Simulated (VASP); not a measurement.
# SiO2 (Fddd) in VASP: further runs

SiO2 is run at these levels: LDA, PBEsol+D3(BJ), PBEsol, PBEsol+D4; tasks: single point.

Everything below comes from runs of VASP 6.6.1. Logs are shortened: lines on timing, memory, paths and dates and some standing lists are left out, and cuts for length are marked.

### 1 The cell of the first run

Symmetry: Fddd, No. 70, orthorhombic system. The conventional cell has a = 4.719 Å, b = 9.433 Å, c = 14.726 Å, α = 90.00°, β = 90.00°, γ = 90.00°. Within 2.1 Å of Si (site symmetry 2) lie 4 O at 1.60 to 1.62 Å. O (site symmetry 2) has 2 Si at 1.62 Å within 2.2 Å. Within 2.1 Å of O (site symmetry -1) lie 2 Si at 1.60 Å.

### 2 Single point, LDA

The input, INCAR:

```
  PREC = Accurate
  ENCUT = 520
  EDIFF = 1E-6
  ISMEAR = -1
  SIGMA = 0.05
  LREAL = False
  LASPH = True
  NELM = 80
  ALGO = Normal
  ISIF = 2
  LWAVE = False
  LCHARG = False
  NBANDS = 44
```

The input, KPOINTS:

```
regular mesh
0
Gamma
  7 7 7
```

The input, POSCAR:

```
SiO2
1.0
    0.0000000000      4.7162571100      7.3627753715
    2.3595806657      0.0000000000      7.3627753715
    2.3595806657      4.7162571100      0.0000000000
Si O
4 8
Direct
    0.9367689200      0.9367689200      0.5632310800
    0.6867689200      0.6867689200      0.3132310800
    0.3132310800      0.3132310800      0.6867689200
    0.5632310800      0.5632310800      0.9367689200
    0.0634396000      0.4365604000      0.0634396000
    0.4365604000      0.0634396000      0.4365604000
    0.8134396000      0.1865604000      0.8134396000
    0.1865604000      0.8134396000      0.1865604000
    0.1250000000      0.6250000000      0.6250000000
    0.6250000000      0.6250000000      0.6250000000
    0.6250000000      0.6250000000      0.1250000000
    0.6250000000      0.1250000000      0.6250000000
```

Potentials or basis: VASP PAW LDA potentials, release 64 (Si, O).

The run is started by

```sh
> cat potpaw_LDA.64/Si/POTCAR potpaw_LDA.64/O/POTCAR > POTCAR
> mpirun -np 1 vasp_std > vasp.out
```

OUTCAR:

```text
PREC = Accurate
   ENCUT = 520
   EDIFF = 1E-6
   ISMEAR = -1
   LREAL = False
   LASPH = True
   NELM = 80
   ISIF = 2

 ion  position               nearest neighbor table
   1  0.937  0.937  0.563-   9 1.60  12 1.60   7 1.62   8 1.62   4 3.01   4 3.01
   2  0.687  0.687  0.313-  10 1.60  11 1.60   5 1.62   6 1.62   3 3.01   3 3.01
   3  0.313  0.313  0.687-   9 1.60  12 1.60   5 1.62   6 1.62   2 3.01   2 3.01
   4  0.563  0.563  0.937-  10 1.60  11 1.60   7 1.62   8 1.62   1 3.01   1 3.01
   5  0.063  0.437  0.063-   3 1.62   2 1.62
   6  0.437  0.063  0.437-   3 1.62   2 1.62
   7  0.813  0.187  0.813-   1 1.62   4 1.62
   8  0.187  0.813  0.187-   1 1.62   4 1.62
   9  0.125  0.625  0.625-   1 1.60   3 1.60
  10  0.625  0.625  0.625-   2 1.60   4 1.60
  11  0.625  0.625  0.125-   2 1.60   4 1.60
  12  0.625  0.125  0.625-   1 1.60   3 1.60

  LATTYP: Found a face centered orthorhombic cell.
 ALAT       =     4.7191613314
 B/A-ratio  =     1.9987691790
 C/A-ratio  =     3.1203745134

  Lattice vectors:

 A1 = (   0.0000000000,   4.7162571100,   7.3627753715)
 A2 = (   2.3595806657,   0.0000000000,   7.3627753715)
 A3 = (   2.3595806657,   4.7162571100,   0.0000000000)

Analysis of symmetry for initial positions (statically):
=====================================================================
 Subroutine PRICEL returns:
 Original cell was already a primitive cell.

 Routine SETGRP: Setting up the symmetry group for a
 face centered orthorhombic supercell.

 Subroutine GETGRP returns: Found  8 space group operations
 (whereof  4 operations were pure point group operations)
 out of a pool of  8 trial point group operations.

The static configuration has the point symmetry D_2 .
 The point group associated with its full space group is D_2h.

Analysis of symmetry for dynamics (positions and initial velocities):
=====================================================================
 Subroutine PRICEL returns:
 Original cell was already a primitive cell.

 Routine SETGRP: Setting up the symmetry group for a
 face centered orthorhombic supercell.

 Subroutine GETGRP returns: Found  8 space group operations
 (whereof  4 operations were pure point group operations)
 out of a pool of  8 trial point group operations.

The dynamic configuration has the point symmetry D_2 .
 The point group associated with its full space group is D_2h.
[... 122 lines left out ...]
   NSW    =      0    number of steps for IOM
   IBRION =     -1    ionic relax: 0-MD 1-quasi-New 2-CG
   NFREE  =      0    steps in history (QN), initial steepest desc. (CG)
   ISIF   =      2    stress and relaxation
   ISYM   =      2    0-nonsym 1-usesym 2-fastsym
   POTIM  = 0.5000    time-step for ionic-motion
   TEBEG  =    0.0;   TEEND  =   0.0 temperature during run
   PSTRESS=    0.0 pullay stress
   NELECT =      64.0000    total number of electrons
   NUPDOWN=      -1.0000    fix difference up-down
   EMIN   =  10.00;   EMAX   =-10.00  energy-range for DOS
   EFERMI =   0.00;   METHOD = LEGACY
   ISMEAR =    -1;   SIGMA  =   0.05  broadening in eV -4-tet -1-fermi 0-gaus
   EFERMI_NEDOS =   21; number of points for ismear=-14 and -15
   IALGO  =     38    algorithm
   IMIX   =      4    mixing-type and parameters
     AMIX     =   0.40;   BMIX     =  1.00
     AMIX_MAG =   1.60;   BMIX_MAG =  1.00
  volume/ion in A,a.u.               =      13.66        92.16
  Fermi-wavevector in a.u.,A,eV,Ry     =   1.196649  2.261339 19.483127  1.431969
  Thomas-Fermi vector in A             =   2.332584
   LORBIT       =      0    0 simple, 1 ext, 2 COOP (PROOUT), +10 PAW based schemes
   GGA     = CA    functional components
   LHFCALC =     F    Hartree Fock is set to
   AEXX    =    0.0000 exact exchange contribution
   IVDW    =     0    specifies the selected vdW correction
   LEPSILON=     F    determine dielectric tensor
   LRPA    =     F    only Hartree local field effects (RPA)
 non-spin polarized calculation
  energy-cutoff  :      520.00
  volume of cell :      163.87
 maximum number of plane-waves:      4437
 NGX is ok and might be reduce to    70
   NGX = 33   NGY = 29   NGZ = 19

 number of electron      64.0000007 magnetization

 Free energy of the ion-electron system (eV)
  ---------------------------------------------------
  ext. energy  EPLUGINS =         0.00000000
  ---------------------------------------------------
  free energy    TOTEN  =      -103.69106412 eV

  energy without entropy =     -103.69106412  energy(sigma->0) =     -103.69106412

 E-fermi :   1.3218     XC(G=0):  -9.2998

 val. band max:        0.2299519284   @ k =   0.0000   0.0000   0.0000
 cond. band min:       5.7619252423   @ k =   0.0000   0.0000   0.0000
 fundamental gap:      5.5319733139
 Fermi energy:         1.3218199495

 k-point     1 :       0.0000    0.0000    0.0000
  band No.  band energies     occupation
      1     -18.9614      2.00000
      2     -18.0059      2.00000
      3     -17.9974      2.00000
      4     -16.8817      2.00000
      5     -16.8339      2.00000
      6     -16.7315      2.00000
[... 1117 lines left out ...]
     43      11.7201      0.00000
     44      12.1852      0.00000

 [... further k-points ...]
[... 5 lines left out ...]
  --------------------------------------------------------------------------------------
  -------------------------------------------------------------------------------------
  Total       -1.3024387     -1.0917389     -1.1041269      0.0000000      0.0000000      0.0000000
  in kB      -12.7339759    -10.6739590    -10.7950766      0.0000000      0.0000000      0.0000000
  external PRESSURE =     -11.4010038 kB  Pullay stress =       0.0000000 kB

 VOLUME and BASIS-vectors are now :
 -----------------------------------------------------------------------------
  energy-cutoff  :      520.00
  volume of cell :      163.87
      direct lattice vectors                 reciprocal lattice vectors
     0.000000000  4.716257110  7.362775371    -0.211902058  0.106016273  0.067909175
     2.359580666  0.000000000  7.362775371     0.211902058 -0.106016273  0.067909175
     2.359580666  4.716257110  0.000000000     0.211902058  0.106016273 -0.067909175

 POSITION                                       TOTAL-FORCE (eV/Angst)
 -----------------------------------------------------------------------------------
      3.53937      7.07439     13.79444        -0.000000     -0.000000      0.038016
      2.35958      4.71626     10.11305         0.000000      0.000000      0.038016
      2.35958      4.71626      4.61250         0.000000      0.000000     -0.038016
      3.53937      7.07439      8.29389        -0.000000     -0.000000     -0.038016
      1.17979      0.59839      3.68139        -0.000000     -0.037270      0.000000
      1.17979      4.11786      3.68139        -0.000000      0.037270      0.000000
      2.35958      7.67278      7.36278        -0.000000     -0.037270      0.000000
      2.35958      1.75973      7.36278        -0.000000      0.037270      0.000000
      2.94948      3.53719      5.52208         0.000000      0.000000      0.000000
      2.94948      5.89532      9.20347         0.000000     -0.000000      0.000000
      1.76969      3.53719      9.20347        -0.000000     -0.000000      0.000000
      1.76969      5.89532      5.52208        -0.000000     -0.000000      0.000000
 -----------------------------------------------------------------------------------
    total drift:                               -0.000000     -0.000000     -0.000000

  FREE ENERGIE OF THE ION-ELECTRON SYSTEM (eV)
  ---------------------------------------------------
  free  energy   TOTEN  =      -103.6910641187 eV

  energy  without entropy=     -103.6910641187  energy(sigma->0) =     -103.69106412
```

OSZICAR:

```text
N       E                     dE             d eps       ncg     rms          rms(c)
DAV:   1     0.376714682124E+03    0.37671E+03   -0.33273E+04  5664   0.134E+03
DAV:   2    -0.889547727940E+02   -0.46567E+03   -0.45110E+03  7100   0.310E+02
DAV:   3    -0.116908727145E+03   -0.27954E+02   -0.27827E+02  7056   0.806E+01
DAV:   4    -0.117258942207E+03   -0.35022E+00   -0.34960E+00  7000   0.999E+00
DAV:   5    -0.117264942298E+03   -0.60001E-02   -0.59959E-02  6876   0.128E+00    0.302E+01
DAV:   6    -0.104036242136E+03    0.13229E+02   -0.50870E+01  6576   0.327E+01    0.150E+01
DAV:   7    -0.103827668429E+03    0.20857E+00   -0.14351E+00  6520   0.507E+00    0.517E+00
DAV:   8    -0.103711340157E+03    0.11633E+00   -0.72694E-02  6936   0.164E+00    0.202E+00
DAV:   9    -0.103690338943E+03    0.21001E-01   -0.28428E-02  6936   0.104E+00    0.310E-01
DAV:  10    -0.103691104209E+03   -0.76527E-03   -0.29684E-03  6756   0.267E-01    0.116E-01
DAV:  11    -0.103691058775E+03    0.45433E-04   -0.61394E-04  6648   0.130E-01    0.149E-02
DAV:  12    -0.103691064081E+03   -0.53051E-05   -0.29004E-05  6592   0.270E-02    0.103E-02
DAV:  13    -0.103691064119E+03   -0.38198E-07   -0.76699E-06  6928   0.131E-02
   1 F= -.10369106E+03 E0= -.10369106E+03  d E =-.550984E-10
```

Wall time 6.4 min (1 thread of Intel Xeon 6975P-C (Granite Rapids), shared host); peak memory 0.51 GiB.

What came out:

* Free energy: -103.6911 eV
* Pressure: -1.1 GPa
* Largest force: 0.038 eV/Å
* Band gap on the k mesh: 5.53 eV

Forces on the atoms (eV/Å):
```
Si   0.000  0.000  0.038
Si   0.000  0.000  0.038
Si   0.000  0.000 -0.038
Si   0.000  0.000 -0.038
O    0.000 -0.037  0.000
O    0.000  0.037  0.000
O    0.000 -0.037  0.000
O    0.000  0.037  0.000
O    0.000  0.000  0.000
O    0.000  0.000  0.000
O    0.000  0.000  0.000
O    0.000  0.000  0.000
```

A k mesh can miss the band edges.

### 3 Single point, PBEsol+D3(BJ)

The input, INCAR:

```
SYSTEM = SiO2
ALGO = Normal
EDIFF = 1E-7
ENCUT = 520
GGA = PS
ISIF = 2
ISMEAR = -1
IVDW = 12
LASPH = .True.
LCHARG = .False.
LREAL = .False.
LWAVE = .False.
NBANDS = 44
NELM = 60
PREC = Accurate
SIGMA = 0.05
```

The input, KPOINTS:

```
k-points
0
Gamma
  7 7 7
  0 0 0
```

The input, POSCAR:

```
SiO2
1.0
    0.0000000000      4.7183369300      7.3715555512
    2.3571960791      0.0000000000      7.3715555512
    2.3571960791      4.7183369300      0.0000000000
Si O
4 8
Direct
    0.9370693206      0.9370693206      0.5629306794
    0.6870693206      0.6870693206      0.3129306794
    0.3129306794      0.3129306794      0.6870693206
    0.5629306794      0.5629306794      0.9370693206
    0.0656250030      0.4343749970      0.0656250030
    0.4343749970      0.0656250030      0.4343749970
    0.8156250030      0.1843749970      0.8156250030
    0.1843749970      0.8156250030      0.1843749970
    0.1250000000      0.6250000000      0.6250000000
    0.6250000000      0.6250000000      0.6250000000
    0.6250000000      0.6250000000      0.1250000000
    0.6250000000      0.1250000000      0.6250000000
```

Potentials or basis: VASP PAW PBE potentials, release 64 (Si, O).

The run is started by

```sh
> cat potpaw_PBE.64/Si/POTCAR potpaw_PBE.64/O/POTCAR > POTCAR
> mpirun -np 1 vasp_std > vasp.out
```

It took 7.7 min on 1 thread of Intel Xeon 6975P-C (Granite Rapids), shared host; peak memory 0.58 GiB.

Results (log left out):

| Item | Value |
| --- | --- |
| Free energy | -99.7947 eV |
| Pressure | 0.6 GPa |
| Largest force | 0.033 eV/Å |
| Band gap on the k mesh | 5.68 eV |
| Dispersion energy per atom | -0.104 eV |

Forces on the atoms (eV/Å):
```
Si   0.000  0.000 -0.033
Si   0.000  0.000 -0.033
Si   0.000  0.000  0.033
Si   0.000  0.000  0.033
O    0.000  0.032  0.000
O    0.000 -0.032  0.000
O    0.000  0.032  0.000
O    0.000 -0.032  0.000
O    0.000  0.000  0.000
O    0.000  0.000  0.000
O    0.000  0.000  0.000
O    0.000  0.000  0.000
```

Stress tensor (GPa, compression positive):
```
0.64 0.00 0.00
0.00 0.42 0.00
0.00 0.00 0.60
```

Levels at points of the mesh, in eV from the valence-band top:
```tsv
k point	band 28	band 29	band 30	band 31	band 32	band 33	band 34	band 35	band 36	band 37
(0.00, 0.00, 0.00)	-0.78	-0.58	-0.43	-0.01	0.00	5.68	8.21	8.21	8.67	8.67
```

Caveat: the PAW data sets were made with another functional, which shifts forces and pressure a little. A k mesh can miss the band edges.

### 4 Single point, PBEsol

This run uses another cell than the first one, of 13.81 Å³/atom.

The input, INCAR:

```
ALGO = Normal ; EDIFF = 1E-6
ENCUT = 520 ; GGA = PS
ISIF = 2 ; ISMEAR = -1
LASPH = T ; LCHARG = T
LELF = T ; LREAL = F
LVHAR = T ; LWAVE = F
NBANDS = 44 ; NELM = 60
PREC = Accurate ; SIGMA = 0.05
```

The input, KPOINTS:

```
k-points
0
Gamma
  7 7 7
```

The input, POSCAR:

```
SiO2
1.0
    0.0000000000      4.7396768828      7.3897683128
    2.3654997689      0.0000000000      7.3897683128
    2.3654997689      4.7396768828      0.0000000000
Si O
4 8
Direct
    0.9368881748      0.9368881748      0.5631118252
    0.6868881748      0.6868881748      0.3131118252
    0.3131118252      0.3131118252      0.6868881748
    0.5631118252      0.5631118252      0.9368881748
    0.0643172709      0.4356827291      0.0643172709
    0.4356827291      0.0643172709      0.4356827291
    0.8143172709      0.1856827291      0.8143172709
    0.1856827291      0.8143172709      0.1856827291
    0.1250000000      0.6250000000      0.6250000000
    0.6250000000      0.6250000000      0.6250000000
    0.6250000000      0.6250000000      0.1250000000
    0.6250000000      0.1250000000      0.6250000000
```

Potentials or basis: VASP PAW PBE potentials, release 64 (Si, O).

The run is started by

```sh
> cat potpaw_PBE.64/Si/POTCAR potpaw_PBE.64/O/POTCAR > POTCAR
> mpirun -np 1 vasp_std > vasp.out
```

OUTCAR:

```text
EDIFF = 1E-6
   ENCUT = 520
   GGA = PS
   ISIF = 2
   ISMEAR = -1
   LASPH = T
   LREAL = F
   NELM = 60
   PREC = Accurate

 ion  position               nearest neighbor table
   1  0.937  0.937  0.563-   9 1.61  12 1.61   7 1.63   8 1.63   4 3.01   4 3.01
   2  0.687  0.687  0.313-  11 1.61  10 1.61   5 1.63   6 1.63   3 3.01   3 3.01
   3  0.313  0.313  0.687-   9 1.61  12 1.61   6 1.63   5 1.63   2 3.01   2 3.01
   4  0.563  0.563  0.937-  11 1.61  10 1.61   7 1.63   8 1.63   1 3.01   1 3.01
   5  0.064  0.436  0.064-   2 1.63   3 1.63
   6  0.436  0.064  0.436-   3 1.63   2 1.63
   7  0.814  0.186  0.814-   1 1.63   4 1.63
   8  0.186  0.814  0.186-   1 1.63   4 1.63
   9  0.125  0.625  0.625-   1 1.61   3 1.61
  10  0.625  0.625  0.625-   2 1.61   4 1.61
  11  0.625  0.625  0.125-   2 1.61   4 1.61
  12  0.625  0.125  0.625-   1 1.61   3 1.61

  LATTYP: Found a face centered orthorhombic cell.
 ALAT       =     4.7309995378
 B/A-ratio  =     2.0036682925
 C/A-ratio  =     3.1239776093

  Lattice vectors:

[... 205 lines left out ...]
 Fermi energy:         1.4474806317

 k-point     1 :       0.0000    0.0000    0.0000
  band No.  band energies     occupation
      1     -18.9805      2.00000
      2     -18.0520      2.00000
      3     -18.0484      2.00000
      4     -16.9657      2.00000
      5     -16.9242      2.00000
      6     -16.8320      2.00000
[... 1117 lines left out ...]
     43      11.8208      0.00000
     44      12.3549      0.00000

 [... further k-points ...]
[... 5 lines left out ...]
  --------------------------------------------------------------------------------------
  -------------------------------------------------------------------------------------
  Total        0.6553873      0.4220842      0.5881139      0.0000000      0.0000000      0.0000000
  in kB        6.3368896      4.0811002      5.6864280      0.0000000      0.0000000      0.0000000
  external PRESSURE =       5.3681393 kB  Pullay stress =       0.0000000 kB

 VOLUME and BASIS-vectors are now :
 -----------------------------------------------------------------------------
  energy-cutoff  :      520.00
  volume of cell :      165.70
      direct lattice vectors                 reciprocal lattice vectors
     0.000000000  4.739676883  7.389768313    -0.211371824  0.105492423  0.067661120
     2.365499769  0.000000000  7.389768313     0.211371824 -0.105492423  0.067661120
     2.365499769  4.739676883  0.000000000     0.211371824  0.105492423 -0.067661120

 POSITION                                       TOTAL-FORCE (eV/Angst)
 -----------------------------------------------------------------------------------
      3.54825      7.10952     13.84677         0.000000     -0.000000     -0.028205
      2.36550      4.73968     10.15189         0.000000     -0.000000     -0.028205
      2.36550      4.73968      4.62765         0.000000     -0.000000      0.028205
      3.54825      7.10952      8.32253         0.000000     -0.000000      0.028205
      1.18275      0.60969      3.69488         0.000000      0.029062      0.000000
      1.18275      4.12999      3.69488         0.000000     -0.029062      0.000000
      2.36550      7.71920      7.38977         0.000000      0.029062      0.000000
      2.36550      1.76015      7.38977         0.000000     -0.029062      0.000000
      2.95687      3.55476      5.54233         0.000000     -0.000000      0.000000
      2.95687      5.92460      9.23721        -0.000000     -0.000000      0.000000
      1.77412      3.55476      9.23721        -0.000000     -0.000000      0.000000
      1.77412      5.92460      5.54233         0.000000     -0.000000      0.000000
 -----------------------------------------------------------------------------------
    total drift:                               -0.000000     -0.000000      0.000000

  FREE ENERGIE OF THE ION-ELECTRON SYSTEM (eV)
  ---------------------------------------------------
  free  energy   TOTEN  =       -98.5635721918 eV

  energy  without entropy=      -98.5635721918  energy(sigma->0) =      -98.56357219
```

Wall time 16 min (1 thread of Oxide Virtual Turin-like, shared host); peak memory 0.55 GiB.

What came out:

```yaml
Free_energy: -98.5636 eV
Pressure: 0.5 GPa
Largest_force: 0.029 eV/Å
Band_gap_on_the_k_mesh: 5.63 eV
```

Forces in eV/Å, atoms in the order of the input:
```
Si   0.000  0.000 -0.028
Si   0.000  0.000 -0.028
Si   0.000  0.000  0.028
Si   0.000  0.000  0.028
O    0.000  0.029  0.000
O    0.000 -0.029  0.000
O    0.000  0.029  0.000
O    0.000 -0.029  0.000
O    0.000  0.000  0.000
O    0.000  0.000  0.000
O    0.000  0.000  0.000
O    0.000  0.000  0.000
```

Stress tensor (GPa, compression positive):
```
0.63 0.00 0.00
0.00 0.41 0.00
0.00 0.00 0.57
```

Caveat: the PAW data sets were made with another functional, which shifts forces and pressure a little.

(Continued in part 2 of 2.)
